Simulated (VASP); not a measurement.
# Re (Im-3m) in VASP: a series of runs

Re is run at these levels: r2SCAN; tasks: single point.

All numbers are computed with VASP 6.6.1; they aren't measurements. Logs are shortened: lines on timing, memory, paths and dates and some standing lists are left out, and cuts for length are marked.

### Step 1. The cell of the first run

Symmetry: Im-3m, No. 229, cubic system. Conventional cell: a = 3.086 Å, b = 3.086 Å, c = 3.086 Å, α = 90.00°, β = 90.00°, γ = 90.00°. Re (site symmetry m-3m) has 14 Re at 2.67 to 3.09 Å within 3.5 Å.

### Step 2. Single point, r2SCAN

POSCAR

```
Re
1.0
    1.5428980512      1.5428980512      1.5428980512
   -1.5428980512      1.5428980512      1.5428980512
   -1.5428980512     -1.5428980512      1.5428980512
Re
1
Direct
    0.0000000000      0.0000000000      0.0000000000
```

INCAR.step1

```
PREC = Accurate
ENCUT = 520
ISMEAR = 1
SIGMA = 0.05
LREAL = F
LASPH = T
NELM = 100
NBANDS = 10
GGA = PE
ALGO = Normal
EDIFF = 1E-4
LWAVE = T
LCHARG = F
```

INCAR.step2

```
PREC = Accurate
ENCUT = 520
EDIFF = 1E-7
ISMEAR = 1
SIGMA = 0.05
LREAL = F
LASPH = T
NELM = 100
ALGO = Normal
ISIF = 2
LWAVE = F
LCHARG = F
METAGGA = R2SCAN
LMIXTAU = T
NBANDS = 10
ISTART = 1
```

KPOINTS

```
regular mesh
0
Gamma
  11 11 11
```

Potentials or basis: VASP PAW PBE potentials, release 64 (Re).

The run is started by

```bash
> cat potpaw_PBE.64/Re/POTCAR > POTCAR
> cp INCAR.step1 INCAR
> mpirun -np 1 vasp_std > vasp.out
> cp INCAR.step2 INCAR
> mpirun -np 1 vasp_std > vasp.out
```

OUTCAR:

```text
PREC = Accurate
   ENCUT = 520
   EDIFF = 1E-7
   ISMEAR = 1
   LREAL = F
   LASPH = T
   NELM = 100
   ISIF = 2
   METAGGA = R2SCAN
   ISTART = 1

 ion  position               nearest neighbor table
   1  0.000  0.000  0.000-

  LATTYP: Found a body centered cubic cell.
 ALAT       =     3.0857961024

  Lattice vectors:

 A1 = (   1.5428980512,  -1.5428980512,  -1.5428980512)
 A2 = (   1.5428980512,   1.5428980512,   1.5428980512)
 A3 = (  -1.5428980512,  -1.5428980512,   1.5428980512)

Analysis of symmetry for initial positions (statically):
=====================================================================
 Subroutine PRICEL returns:
 Original cell was already a primitive cell.

 Routine SETGRP: Setting up the symmetry group for a
 body centered cubic supercell.

 Subroutine GETGRP returns: Found 48 space group operations
 (whereof 48 operations were pure point group operations)
 out of a pool of 48 trial point group operations.

The static configuration has the point symmetry O_h .

Analysis of symmetry for dynamics (positions and initial velocities):
=====================================================================
 Subroutine PRICEL returns:
 Original cell was already a primitive cell.

 Routine SETGRP: Setting up the symmetry group for a
 body centered cubic supercell.

 Subroutine GETGRP returns: Found 48 space group operations
 (whereof 48 operations were pure point group operations)
 out of a pool of 48 trial point group operations.

The dynamic configuration has the point symmetry O_h .

 Subroutine INISYM returns: Found 48 space group operations
 (whereof 48 operations are pure point group operations),
 and found     1 'primitive' translations

----------------------------------------------------------------------------------------

                                     Primitive cell

  volume of cell :      14.6917

  direct lattice vectors                    reciprocal lattice vectors
     1.542898051  1.542898051  1.542898051     0.324065482  0.000000000  0.324065482
    -1.542898051  1.542898051  1.542898051    -0.324065482  0.324065482  0.000000000
    -1.542898051 -1.542898051  1.542898051     0.000000000 -0.324065482  0.324065482

  length of vectors
     2.672377816  2.672377816  2.672377816     0.458297799  0.458297799  0.458297799

  position of ions in fractional coordinates (direct lattice)
     0.000000000  0.000000000  0.000000000

  ion indices of the primitive-cell ions
   primitive index   ion index
                 1           1

----------------------------------------------------------------------------------------

 KPOINTS: regular mesh

Automatic generation of k-mesh.
 Grid dimensions read from file:
 generate k-points for:   11   11   11

 Generating k-lattice:

  Cartesian coordinates                     Fractional coordinates (reciprocal lattice)
     0.029460498  0.000000000  0.029460498     0.090909091  0.000000000  0.000000000
    -0.029460498  0.029460498  0.000000000     0.000000000  0.090909091  0.000000000
     0.000000000 -0.029460498  0.029460498     0.000000000  0.000000000  0.090909091

  Length of vectors
     0.041663436  0.041663436  0.041663436

  Shift w.r.t. Gamma in fractional coordinates (k-lattice)
     0.000000000  0.000000000  0.000000000

 Subroutine IBZKPT returns following result:
 ===========================================

 Found     56 irreducible k-points:

 Following reciprocal coordinates:
            Coordinates               Weight
  0.000000  0.000000  0.000000      1.000000
  0.090909  0.000000  0.000000     12.000000
  0.181818  0.000000  0.000000     12.000000
  0.272727  0.000000  0.000000     12.000000
  0.363636  0.000000  0.000000     12.000000
  0.454545  0.000000  0.000000     12.000000
[... 16 lines left out ...]
  0.363636  0.181818  0.090909     48.000000
  0.454545  0.181818  0.090909     48.000000
 [... further k-points ...]
   k-points           NKPTS =     56   k-points in BZ     NKDIM =     56   number of bands    NBANDS=     10
   number of dos      NEDOS =    301   number of ions     NIONS =      1
   total plane-waves  NPLWV =   8000
   dimension x,y,z NGX =    20 NGY =   20 NGZ =   20
   dimension x,y,z NGXF=    40 NGYF=   40 NGZF=   40
   ions per type =               1
   NGX,Y,Z   is equivalent  to a cutoff of  12.44, 12.44, 12.44 a.u.
   NGXF,Y,Z  is equivalent  to a cutoff of  24.88, 24.88, 24.88 a.u.
 SYSTEM =  unknown system
   PREC   = accura    normal or accurate (medium, high low for compatibility)
   ISTART =      1    job   : 0-new  1-cont  2-samecut
   ICHARG =      0    charge: 1-file 2-atom 10-const
   ISPIN  =      1    spin polarized calculation?
   LNONCOLLINEAR =      F non collinear calculations
   LSORBIT =      F    spin-orbit coupling
   LASPH  =      T    aspherical Exc in radial PAW
   ENCUT  =  520.0 eV  38.22 Ry    6.18 a.u.   4.97  4.97  4.97*2*pi/ulx,y,z
   NELM   =    100;   NELMIN=  2; NELMDL=  0     # of ELM steps
[... 53 lines left out ...]
 Fermi energy:         8.7550637517

 k-point     1 :       0.0000    0.0000    0.0000
  band No.  band energies     occupation
      1      -2.6484      2.00000
      2       5.7860      2.00000
      3       5.7860      2.00000
      4       5.7860      2.00000
      5       9.6301     -0.00000
      6       9.6301     -0.00000
      7      24.9791      0.00000
      8      24.9791      0.00000
      9      24.9791      0.00000
     10      37.5997      0.00000

 k-point     2 :       0.0909    0.0000    0.0000
  band No.  band energies     occupation
      1      -2.2269      2.00000
      2       5.5513      2.00000
      3       5.7386      2.00000
      4       6.1934      2.00000
      5       9.2970     -0.00000
      6       9.6405     -0.00000
      7      25.2839      0.00000
      8      25.6878      0.00000
      9      25.8202      0.00000
     10      34.8810      0.00000

 k-point     3 :       0.1818    0.0000    0.0000
  band No.  band energies     occupation
      1      -1.0967      2.00000
      2       4.9712      2.00000
      3       5.5055      2.00000
      4       7.3748      2.00000
      5       8.8845     -0.00155
      6       9.7074     -0.00000
      7      25.5552      0.00000
      8      26.9755      0.00000
      9      27.6685      0.00000
     10      32.5378      0.00000

 k-point     4 :       0.2727    0.0000    0.0000
  band No.  band energies     occupation
      1       0.2120      2.00000
      2       4.2975      2.00000
      3       5.4150      2.00000
      4       9.0070     -0.00000
      5       9.1913     -0.00000
      6       9.8881      0.00000
      7      24.3678      0.00000
      8      25.2680      0.00000
      9      30.5870      0.00000
     10      33.2587      0.00000

 k-point     5 :       0.3636    0.0000    0.0000
  band No.  band energies     occupation
      1       0.8048      2.00000
      2       3.7438      2.00000
      3       6.4643      2.00000
      4       9.4037     -0.00000
      5      10.1660      0.00000
      6      11.3243      0.00000
      7      22.0813      0.00000
      8      22.5659      0.00000
      9      29.8276      0.00000
     10      33.9906      0.00000

 k-point     6 :       0.4545    0.0000    0.0000
  band No.  band energies     occupation
      1       0.7942      2.00000
      2       3.4385      2.00000
      3       8.1562      2.00000
      4       9.5335     -0.00000
      5      10.3977      0.00000
      6      13.0159      0.00000
      7      19.6743      0.00000
      8      21.4165      0.00000
      9      27.1375      0.00000
     10      34.0206      0.00000
[... 183 lines left out ...]
 k-point    21 :       0.4545    0.0909    0.0909
  band No.  band energies     occupation
      1       1.1632      2.00000
      2       3.8613      2.00000
      3       6.7242      2.00000
      4       8.8037     -0.04397
      5      11.8413      0.00000
      6      12.9281      0.00000
      7      19.5675      0.00000
      8      22.6946      0.00000
      9      26.5028      0.00000
     10      32.9017      0.00000

 k-point    22 :       0.2727    0.1818    0.0909
  band No.  band energies     occupation
      1       0.5195      2.00000
      2       5.0673      2.00000
      3       5.3021      2.00000
      4       7.3479      2.00000
      5       8.5113      2.00000
      6      10.6514      0.00000
      7      24.8872      0.00000
      8      27.2633      0.00000
      9      29.4658      0.00000
     10      31.4194      0.00000

 k-point    23 :       0.3636    0.1818    0.0909
  band No.  band energies     occupation
      1       1.5838      2.00000
      2       4.4269      2.00000
      3       5.1746      2.00000
      4       7.8696      2.00000
      5      10.2285      0.00000
      6      11.1984      0.00000
      7      22.7181      0.00000
      8      26.1032      0.00000
      9      29.2132      0.00000
     10      30.8935      0.00000

 k-point    24 :       0.4545    0.1818    0.0909
  band No.  band energies     occupation
      1       1.7955      2.00000
      2       4.2484      2.00000
      3       5.4551      2.00000
      4       8.4180      2.00000
      5      11.1056      0.00000
      6      13.2745      0.00000
      7      20.3521      0.00000
      8      24.1746      0.00000
      9      26.7934      0.00000
     10      31.8975      0.00000

 [... further k-points ...]
[... 5 lines left out ...]
  --------------------------------------------------------------------------------------
  -------------------------------------------------------------------------------------
  Total        0.3739060      0.3739060      0.3739060      0.0000000      0.0000000     -0.0000000
  in kB       40.7756968     40.7756968     40.7756968      0.0000000      0.0000000     -0.0000000
  external PRESSURE =      40.7756968 kB  Pullay stress =       0.0000000 kB

 VOLUME and BASIS-vectors are now :
 -----------------------------------------------------------------------------
  energy-cutoff  :      520.00
  volume of cell :       14.69
      direct lattice vectors                 reciprocal lattice vectors
     1.542898051  1.542898051  1.542898051     0.324065482  0.000000000  0.324065482
    -1.542898051  1.542898051  1.542898051    -0.324065482  0.324065482  0.000000000
    -1.542898051 -1.542898051  1.542898051     0.000000000 -0.324065482  0.324065482

 POSITION                                       TOTAL-FORCE (eV/Angst)
 -----------------------------------------------------------------------------------
      0.00000      0.00000      0.00000         0.000000     -0.000000      0.000000
 -----------------------------------------------------------------------------------
    total drift:                               -0.000000     -0.000000      0.000000

  FREE ENERGIE OF THE ION-ELECTRON SYSTEM (eV)
  ---------------------------------------------------
  free  energy   TOTEN  =       -52.1677299472 eV

  energy  without entropy=      -52.1677871333  energy(sigma->0) =      -52.16774901
```

It took 31 s on 1 thread of Intel Xeon Platinum 8259CL at 2.50GHz (Skylake/Cascade Lake), shared host; peak memory 0.13 GiB.

What came out:

```yaml
Free_energy: -52.1677 eV
Pressure: 4.1 GPa
```

Levels at points of the mesh, in eV from the Fermi level:
| k point | band 1 | band 2 | band 3 | band 4 | band 5 | band 6 |
| --- | --- | --- | --- | --- | --- | --- |
| (0.00, 0.00, 0.00) | -11.40 | -2.97 | -2.97 | -2.97 | 0.88 | 0.88 |

Caveat: the PAW data sets were made with another functional, which shifts forces and pressure a little; spin-orbit coupling is left out, which moves the levels of the heavy elements.

### Step 3. Single point, r2SCAN

This run uses another cell than the first one, of 14.84 Å³/atom, 1.010 times its volume.

POSCAR

```
Re
1.0
    1.5480756002      1.5480756002      1.5480756002
   -1.5480756002      1.5480756002      1.5480756002
   -1.5480756002     -1.5480756002      1.5480756002
Re
1
Direct
    0.0000000000      0.0000000000      0.0000000000
```

INCAR.step1

```
SYSTEM = Re
PREC = Accurate
ENCUT = 520
ISMEAR = 1
SIGMA = 0.05
LREAL = .False.
LASPH = .True.
NELM = 80
NBANDS = 10
GGA = PE
ALGO = Normal
EDIFF = 1E-4
LWAVE = .True.
LCHARG = .False.
```

INCAR.step2

```
SYSTEM = Re
PREC = Accurate
ENCUT = 520
EDIFF = 1E-7
ISMEAR = 1
SIGMA = 0.05
LREAL = .False.
LASPH = .True.
NELM = 80
ALGO = Normal
ISIF = 2
LWAVE = .False.
LCHARG = .False.
METAGGA = R2SCAN
LMIXTAU = .True.
NBANDS = 10
ISTART = 1
```

KPOINTS

```
Automatic mesh
0
Gamma
  11 11 11
  0 0 0
```

Potentials or basis: VASP PAW PBE potentials, release 64 (Re).

The run is started by

```bash
> cat potpaw_PBE.64/Re/POTCAR > POTCAR
> cp INCAR.step1 INCAR
> mpirun -np 1 vasp_std > vasp.out
> cp INCAR.step2 INCAR
> mpirun -np 1 vasp_std > vasp.out
```

It took 31 s on 1 thread of Intel Xeon Platinum 8259CL at 2.50GHz (Skylake/Cascade Lake), shared host; peak memory 0.13 GiB.

It converged, with:

| Quantity | Value |
| --- | --- |
| Free energy | -52.1697 eV |
| Pressure | 0.1 GPa |

Levels at points of the mesh, in eV from the Fermi level:
```csv
k point,band 1,band 2,band 3,band 4,band 5,band 6,band 7,band 8
"(0.00, 0.00, 0.00)",-11.32,-2.93,-2.93,-2.93,0.87,0.87,16.21,16.21
```

Caveat: the PAW data sets were made with another functional, which shifts forces and pressure a little; spin-orbit coupling is left out, which moves the levels of the heavy elements.

### Step 4. Single point, r2SCAN

This run uses another cell than the first one, of 14.84 Å³/atom, 1.010 times its volume.

POSCAR is that of step 3.

INCAR.step1

```
PREC     = Accurate       # precision mode
ENCUT    = 520            # plane-wave cutoff, eV
ISMEAR   = 1              # smearing method
SIGMA    = 0.05           # smearing width, eV
LREAL    = False          # projectors in reciprocal space
LASPH    = True           # aspherical terms in the spheres
NELM     = 80             # most SCF steps
NBANDS   = 10             # bands
GGA      = PE             # functional
ALGO     = Normal         # electronic algorithm
EDIFF    = 1E-4           # SCF threshold, eV
LWAVE    = True           # write WAVECAR
LCHARG   = False          # write CHGCAR
```

INCAR.step2

```
PREC     = Accurate       # precision mode
ENCUT    = 520            # plane-wave cutoff, eV
EDIFF    = 1E-6           # SCF threshold, eV
ISMEAR   = 1              # smearing method
SIGMA    = 0.05           # smearing width, eV
LREAL    = False          # projectors in reciprocal space
LASPH    = True           # aspherical terms in the spheres
NELM     = 80             # most SCF steps
ALGO     = Normal         # electronic algorithm
ISIF     = 2              # what is computed and relaxed
LWAVE    = False          # write WAVECAR
LCHARG   = False          # write CHGCAR
METAGGA  = R2SCAN         # meta-GGA
LMIXTAU  = True         
NBANDS   = 10             # bands
ISTART   = 1
```

KPOINTS

```
regular mesh
0
Gamma
  11 11 11
```

The run is started by

```bash
> cat potpaw_PBE.64/Re/POTCAR > POTCAR
> cp INCAR.step1 INCAR
> mpirun -np 1 vasp_std > vasp.out
> cp INCAR.step2 INCAR
> mpirun -np 1 vasp_std > vasp.out
```

Run time: 28 s. Hardware: 1 thread of Intel Xeon Platinum 8259CL at 2.50GHz (Skylake/Cascade Lake), shared host; peak memory 0.13 GiB.

The run converged. Its results:

```
Free energy : -52.1697 eV
Pressure    : 0.1 GPa
```

Levels at points of the mesh, in eV from the Fermi level:
| k point | band 1 | band 2 | band 3 | band 4 | band 5 | band 6 | band 7 |
| --- | --- | --- | --- | --- | --- | --- | --- |
| (0.00, 0.00, 0.00) | -11.32 | -2.93 | -2.93 | -2.93 | 0.87 | 0.87 | 16.21 |

Caveat: the PAW data sets were made with another functional, which shifts forces and pressure a little; spin-orbit coupling is left out, which moves the levels of the heavy elements.

### Step 5. Single point, r2SCAN

This run uses another cell than the first one, of 14.99 Å³/atom, 1.020 times its volume.

POSCAR

```
Re
1.0
    1.5532187463      1.5532187463      1.5532187463
   -1.5532187463      1.5532187463      1.5532187463
   -1.5532187463     -1.5532187463      1.5532187463
Re
1
Direct
    0.0000000000      0.0000000000      0.0000000000
```

INCAR.step1

```
SYSTEM = Re
PREC     = Accurate       ! precision mode
ENCUT    = 520            ! plane-wave cutoff, eV
ISMEAR   = 1              ! smearing method
SIGMA    = 0.05           ! smearing width, eV
LREAL    = .False.        ! projectors in reciprocal space
LASPH    = .True.         ! aspherical terms in the spheres
NELM     = 100            ! most SCF steps
NBANDS   = 10             ! bands
GGA      = PE             ! functional
ALGO     = Normal         ! electronic algorithm
EDIFF    = 1E-4           ! SCF threshold, eV
LWAVE    = .True.         ! write WAVECAR
LCHARG   = .False.        ! write CHGCAR
```

INCAR.step2

```
SYSTEM = Re
PREC     = Accurate       ! precision mode
ENCUT    = 520            ! plane-wave cutoff, eV
EDIFF    = 1E-7           ! SCF threshold, eV
ISMEAR   = 1              ! smearing method
SIGMA    = 0.05           ! smearing width, eV
LREAL    = .False.        ! projectors in reciprocal space
LASPH    = .True.         ! aspherical terms in the spheres
NELM     = 100            ! most SCF steps
ALGO     = Normal         ! electronic algorithm
ISIF     = 2              ! what is computed and relaxed
LWAVE    = .False.        ! write WAVECAR
LCHARG   = .False.        ! write CHGCAR
METAGGA  = R2SCAN         ! meta-GGA
LMIXTAU  = .True.       
NBANDS   = 10             ! bands
ISTART   = 1
```

KPOINTS

```
regular mesh
0
Gamma
  11 11 11
  0 0 0
```

The run is started by

```bash
> cat potpaw_PBE.64/Re/POTCAR > POTCAR
> cp INCAR.step1 INCAR
> mpirun -np 1 vasp_std > vasp.out
> cp INCAR.step2 INCAR
> mpirun -np 1 vasp_std > vasp.out
```

Run time: 32 s. Hardware: 1 thread of Intel Xeon Platinum 8259CL at 2.50GHz (Skylake/Cascade Lake), shared host; peak memory 0.13 GiB.

It converged, with:

| Property | Result |
| --- | --- |
| Free energy | -52.1682 eV |
| Pressure | -3.7 GPa |

Levels at points of the mesh, in eV from the Fermi level:
```
           k point  band 1  band 2  band 3  band 4  band 5  band 6  band 7  band 8
(0.00, 0.00, 0.00)  -11.24   -2.89   -2.89   -2.89    0.86    0.86   16.19   16.19
```

Caveat: the PAW data sets were made with another functional, which shifts forces and pressure a little; spin-orbit coupling is left out, which moves the levels of the heavy elements.

### Step 6. Overview

```csv
cell,gap on the mesh (eV),pressure (GPa)
"a = 2.672 Å, angles 70.5, 109.5, 70.5°, 1 atom",none,4.1
"a = 2.681 Å, angles 70.5, 109.5, 70.5°, 1 atom",none,0.1
"a = 2.690 Å, angles 70.5, 109.5, 70.5°, 1 atom",none,-3.7
```

Alike in all rows: task single point; level r2SCAN; potentials or basis VASP PAW PBE potentials, release 64 (Re); no spin polarisation; k mesh 11 × 11 × 11; cutoff (eV) 520; smearing methfessel-paxton 0.05 eV.

Caveats: the PAW data sets were made with another functional, which shifts forces and pressure a little; spin-orbit coupling is left out, which moves the levels of the heavy elements.

Absolute energies hang on the potentials; compare differences alone.
